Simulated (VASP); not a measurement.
# Ta (I4/mmm) in VASP: a series of runs, part 2 of 2

VASP 6.6.1. Earlier steps stand in the parts before.

## (3) Single point, PBE (17.55 Å³/atom)

This run uses another cell than the first one, of 17.55 Å³/atom.

The input, INCAR:

```
SYSTEM = Ta
PREC = Accurate
ENCUT = 520
EDIFF = 1E-6
ISMEAR = 0
SIGMA = 0.15
LREAL = .False.
LASPH = .True.
NELM = 80
ALGO = Fast
ISIF = 2
LWAVE = .False.
LCHARG = .False.
GGA = PE
NBANDS = 12
```

The input, KPOINTS:

```
regular mesh
0
Gamma
  20 20 20
  0 0 0
```

The input, POSCAR:

```
Ta
1.0
   -1.5730993642      1.5730993642      1.7728829835
    1.5730993642     -1.5730993642      1.7728829835
    1.5730993642      1.5730993642     -1.7728829835
Ta
1
Direct
    0.0000000000      0.0000000000      0.0000000000
```

Potentials or basis: VASP PAW PBE potentials, release 64 (Ta_pv).

Run with:

```
$ cat potpaw_PBE.64/Ta_pv/POTCAR > POTCAR
$ mpirun -np 1 vasp_std > vasp.out
```

OUTCAR:

```text
SYSTEM = Ta
   PREC = Accurate
   ENCUT = 520
   EDIFF = 1E-6
   ISMEAR = 0
   LREAL = .False.
   LASPH = .True.
   NELM = 80
   ISIF = 2
   GGA = PE

 ion  position               nearest neighbor table
   1  0.000  0.000  0.000-

  LATTYP: Found a body centered tetragonal cell.
 ALAT       =     3.1461987284
 C/A-ratio  =     1.1270000000

  Lattice vectors:

 A1 = (  -1.5730993642,   1.5730993642,   1.7728829835)
 A2 = (   1.5730993642,  -1.5730993642,   1.7728829835)
 A3 = (   1.5730993642,   1.5730993642,  -1.7728829835)

Analysis of symmetry for initial positions (statically):
=====================================================================
 Subroutine PRICEL returns:
 Original cell was already a primitive cell.

 Routine SETGRP: Setting up the symmetry group for a
 body centered tetragonal supercell.

 Subroutine GETGRP returns: Found 16 space group operations
 (whereof 16 operations were pure point group operations)
 out of a pool of 16 trial point group operations.

The static configuration has the point symmetry D_4h.

Analysis of symmetry for dynamics (positions and initial velocities):
=====================================================================
 Subroutine PRICEL returns:
 Original cell was already a primitive cell.

 Routine SETGRP: Setting up the symmetry group for a
 body centered tetragonal supercell.

 Subroutine GETGRP returns: Found 16 space group operations
 (whereof 16 operations were pure point group operations)
 out of a pool of 16 trial point group operations.

The dynamic configuration has the point symmetry D_4h.

 Subroutine INISYM returns: Found 16 space group operations
 (whereof 16 operations are pure point group operations),
 and found     1 'primitive' translations

----------------------------------------------------------------------------------------

                                     Primitive cell
[... 111 lines left out ...]
  Fermi-wavevector in a.u.,A,eV,Ry     =   1.401054  2.647609 26.707595  1.962953
  Thomas-Fermi vector in A             =   2.523954
   LORBIT       =      0    0 simple, 1 ext, 2 COOP (PROOUT), +10 PAW based schemes
   GGA     = PE    functional components
   LHFCALC =     F    Hartree Fock is set to
   AEXX    =    0.0000 exact exchange contribution
   IVDW    =     0    specifies the selected vdW correction
   LEPSILON=     F    determine dielectric tensor
   LRPA    =     F    only Hartree local field effects (RPA)
 non-spin polarized calculation
 RMM-DIIS sequential band-by-band and
 Gauss-broadening in eV      SIGMA  =   0.15
  energy-cutoff  :      520.00
  volume of cell :       17.55
 maximum number of plane-waves:       488
 NGX is ok and might be reduce to    24
   NGX = 11   NGY = 11   NGZ = 11

 number of electron      11.0000000 magnetization

 Free energy of the ion-electron system (eV)
  ---------------------------------------------------
  ext. energy  EPLUGINS =         0.00000000
  ---------------------------------------------------
  free energy    TOTEN  =       -11.74066473 eV

  energy without entropy =      -11.72658110  energy(sigma->0) =      -11.73362292

 E-fermi :   5.7760     XC(G=0): -12.7502

 val. band max:        5.7691519635   @ k =   0.1500   0.1500  -0.0000
 cond. band min:       5.7762425657   @ k =  -0.3000   0.2500   0.0000
 fundamental gap:      0.0070906022
 Fermi energy:         5.7760295699

 k-point     1 :       0.0000    0.0000    0.0000
  band No.  band energies     occupation
      1     -27.2695      2.00000
      2     -27.2569      2.00000
      3     -27.2569      2.00000
      4      -2.3161      2.00000
      5       6.1064      0.00184
      6       6.1064      0.00184
      7       7.5405      0.00000
      8       8.6784      0.00000
      9      10.5913      0.00000
     10      19.6219      0.00000
     11      21.7007      0.00000
     12      21.7007      0.00000
[... 331 lines left out ...]
 k-point    24 :      -0.3500    0.0500    0.0000
  band No.  band energies     occupation
      1     -28.2283      2.00000
      2     -27.5194      2.00000
      3     -27.2900      2.00000
      4       0.8836      2.00000
      5       5.1493      2.00000
      6       5.4943      1.99210
      7       8.5371      0.00000
      8      10.5704      0.00000
      9      10.9321      0.00000
     10      19.1841      0.00000
     11      20.4658      0.00000
     12      20.8478      0.00000

 [... further k-points ...]
[... 5 lines left out ...]
  --------------------------------------------------------------------------------------
  -------------------------------------------------------------------------------------
  Total        1.5632453      1.5632453      0.1762216      0.0000000      0.0000000      0.0000000
  in kB      142.7201641    142.7201641     16.0885619      0.0000000      0.0000000      0.0000000
  external PRESSURE =     100.5096300 kB  Pullay stress =       0.0000000 kB

 VOLUME and BASIS-vectors are now :
 -----------------------------------------------------------------------------
  energy-cutoff  :      520.00
  volume of cell :       17.55
      direct lattice vectors                 reciprocal lattice vectors
    -1.573099364  1.573099364  1.772882983     0.000000000  0.317843876  0.282026510
     1.573099364 -1.573099364  1.772882983     0.317843876  0.000000000  0.282026510
     1.573099364  1.573099364 -1.772882983     0.317843876  0.317843876  0.000000000

 POSITION                                       TOTAL-FORCE (eV/Angst)
 -----------------------------------------------------------------------------------
      0.00000      0.00000      0.00000         0.000000      0.000000     -0.000000
 -----------------------------------------------------------------------------------
    total drift:                                0.000000      0.000000      0.000000

  FREE ENERGIE OF THE ION-ELECTRON SYSTEM (eV)
  ---------------------------------------------------
  free  energy   TOTEN  =       -11.7406647329 eV

  energy  without entropy=      -11.7265811023  energy(sigma->0) =      -11.73362292
```

OSZICAR:

```text
N       E                     dE             d eps       ncg     rms          rms(c)
DAV:   1     0.616106698822E+02    0.61611E+02   -0.61313E+03 15416   0.878E+02
DAV:   2    -0.111290741710E+02   -0.72740E+02   -0.70908E+02 17124   0.246E+02
DAV:   3    -0.121763442621E+02   -0.10473E+01   -0.10377E+01 18428   0.278E+01
DAV:   4    -0.121790098964E+02   -0.26656E-02   -0.26654E-02 16972   0.157E+00
DAV:   5    -0.121790182340E+02   -0.83376E-05   -0.83372E-05 18364   0.831E-02    0.141E+01
RMM:   6    -0.118447766613E+02    0.33424E+00   -0.23102E-01 16452   0.405E+00    0.698E+00
RMM:   7    -0.117409896865E+02    0.10379E+00   -0.25144E-01 17352   0.414E+00    0.345E-01
RMM:   8    -0.117405957279E+02    0.39396E-03   -0.10375E-02 18765   0.974E-01    0.294E-01
RMM:   9    -0.117406894442E+02   -0.93716E-04   -0.12698E-03 19377   0.347E-01    0.582E-02
RMM:  10    -0.117406659854E+02    0.23459E-04   -0.16481E-04 19603   0.122E-01    0.102E-02
RMM:  11    -0.117406642705E+02    0.17150E-05   -0.29388E-05 19669   0.483E-02    0.423E-03
RMM:  12    -0.117406647329E+02   -0.46247E-06   -0.42710E-06 16814   0.159E-02
   1 F= -.11740665E+02 E0= -.11733623E+02  d E =-.140836E-01
```

stdout:

```text
POSCAR found type information on POSCAR Ta
 POSCAR found :  1 types and       1 ions
 scaLAPACK will be used
 LDA part: xc-table for (Slater+PW92), standard interpolation
 POSCAR, INCAR and KPOINTS ok, starting setup
 FFT: planning ... GRIDC
 FFT: planning ... GRID_SOFT
 FFT: planning ... GRID
 WAVECAR not read
 entering main loop
WARNING in EDDRMM: call to ZHEGV failed, returncode =   8  4     12
WARNING in EDDRMM: call to ZHEGV failed, returncode =   8  4     12
```

It took 1.8 min on 1 thread of Intel Xeon 8259CL, shared host; peak memory 0.25 GiB.

What came out:

| Item | Value |
| --- | --- |
| Free energy | -11.7407 eV |
| Pressure | 10.1 GPa |
| Band gap on the k mesh | zero (an odd number of electrons rules out a gap without spin polarisation) |

Caveat: the stress differs along the axes, from 2 to 14 GPa; spin-orbit coupling is left out, which moves the levels of the heavy elements.

## (4) Single point, PBE (17.55 Å³/atom)

This run uses another cell than the first one, of 17.55 Å³/atom.

The input, INCAR:

```
SYSTEM = Ta
PREC     = Accurate       ! precision mode
ENCUT    = 520            ! plane-wave cutoff, eV
EDIFF    = 1E-6           ! SCF threshold, eV
ISMEAR   = 0              ! smearing method
SIGMA    = 0.15           ! smearing width, eV
LREAL    = .FALSE.        ! projectors in reciprocal space
LASPH    = .TRUE.         ! aspherical terms in the spheres
NELM     = 100            ! most SCF steps
ALGO     = Normal         ! electronic algorithm
ISIF     = 2              ! what is computed and relaxed
LWAVE    = .FALSE.        ! write WAVECAR
LCHARG   = .FALSE.        ! write CHGCAR
GGA      = PE             ! functional
NBANDS   = 12             ! bands
```

The input, KPOINTS:

```
regular mesh
0
G
  20 20 20
  0 0 0
```

The input, POSCAR:

```
Ta
1.0
   -1.7036248529      1.7036248529      1.5116263320
    1.7036248529     -1.7036248529      1.5116263320
    1.7036248529      1.7036248529     -1.5116263320
Ta
1
Direct
    0.0000000000      0.0000000000      0.0000000000
```

Run with:

```
$ cat potpaw_PBE.64/Ta_pv/POTCAR > POTCAR
$ mpirun -np 1 vasp_std > vasp.out
```

Run time: 79 s. Hardware: 1 thread of Intel Xeon 8259CL, shared host; peak memory 0.25 GiB.

The run converged. Its results:

```
Free energy            : -11.7482 eV
Pressure               : 10.2 GPa
Band gap on the k mesh : zero (an odd number of electrons rules out a gap without spin polarisation)
```

Stress tensor (GPa, compression positive):
```
 6.94  0.00  0.00
 0.00  6.94  0.00
 0.00  0.00 16.69
```

Levels at points of the mesh, in eV from the Fermi level:
| k point | band 1 | band 2 | band 3 | band 4 | band 5 | band 6 | band 7 | band 8 | band 9 | band 10 |
| --- | --- | --- | --- | --- | --- | --- | --- | --- | --- | --- |
| (0.00, 0.00, 0.00) | -33.03 | -33.03 | -32.99 | -8.07 | -0.29 | 1.39 | 1.39 | 2.75 | 5.05 | 14.46 |
| (0.50, 0.00, 0.00) | -34.30 | -33.45 | -33.11 | -4.52 | -2.14 | 2.03 | 3.89 | 6.22 | 7.90 | 11.88 |
| (0.50, 0.50, 0.00) | -34.31 | -33.31 | -32.98 | -4.61 | -0.44 | 1.08 | 2.51 | 4.31 | 7.76 | 11.60 |
| (0.50, 0.50, 0.50) | -33.99 | -33.99 | -33.67 | -4.17 | -3.87 | 6.89 | 6.89 | 7.38 | 7.83 | 7.83 |

Caveat: the stress differs along the axes, from 7 to 17 GPa; spin-orbit coupling is left out, which moves the levels of the heavy elements.

## (5) The runs side by side

| cell | gap on the mesh (eV) | pressure (GPa) |
| --- | --- | --- |
| a = 2.837 Å, angles 114.7, 114.7, 99.5°, 1 atom | none | 16.6 |
| a = 2.845 Å, angles 112.9, 112.9, 102.9°, 1 atom | none | 10.1 |
| a = 2.844 Å, angles 106.4, 106.4, 115.8°, 1 atom | none | 10.2 |

Alike in all rows: task single point; level PBE; potentials or basis VASP PAW PBE potentials, release 64 (Ta_pv); no spin polarisation; k mesh 20 × 20 × 20; cutoff (eV) 520; smearing gaussian 0.15 eV.

Caveats: spin-orbit coupling is left out, which moves the levels of the heavy elements; the stress differs along the axes, from 5 to 23 GPa (at least some runs); the stress differs along the axes, from 2 to 14 GPa (at least some runs); the stress differs along the axes, from 7 to 17 GPa (at least some runs).

Total energies depend on the potentials used, so only differences within one code and one set of settings carry meaning.
